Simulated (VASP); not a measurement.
Input of a VASP 6.6.1 run:

File INCAR:

```
SYSTEM = Hf4O3
  PREC = Accurate
  ENCUT = 520
  EDIFF = 1E-7
  ISMEAR = 0
  SIGMA = 0.1
  LREAL = .False.
  LASPH = .True.
  NELM = 100
  ALGO = Normal
  ISIF = 2
  LWAVE = .False.
  LCHARG = .False.
  GGA = PE
  NBANDS = 38
```

The input KPOINTS:

```
regular mesh
0
Gamma
  6 6 6
  0 0 0
```

The input POSCAR:

```
Hf4O3
1.0
    4.8756078524      0.0000000000      0.0000000000
    0.0000000000      4.8756078524      0.0000000000
    0.0000000000      0.0000000000      4.8756078524
Hf O
4 3
Direct
    0.7475911074      0.2524088926      0.2524088926
    0.2524088926      0.7475911074      0.2524088926
    0.2524088926      0.2524088926      0.7475911074
    0.7475911074      0.7475911074      0.7475911074
    0.0000000000      0.0000000000      0.5000000000
    0.5000000000      0.0000000000      0.0000000000
    0.0000000000      0.5000000000      0.0000000000
```

Potentials or basis: VASP PAW PBE potentials, release 64 (Hf_pv, O).

Launch:

```bash
$ cat potpaw_PBE.64/Hf_pv/POTCAR potpaw_PBE.64/O/POTCAR > POTCAR
$ mpirun -np 1 vasp_std > vasp.out
```

(1) Predict the pressure.

(2) Predict the largest force.

(3) Predict the band gap on the k mesh.

## Answers

(1) -1.6 GPa.

(2) 0.101 eV/Å.

(3) zero (band 29 reaches 6.52 eV, above the bottom of band 30 at 4.89 eV).

Caveat: spin-orbit coupling is left out, which moves the levels of the heavy elements.
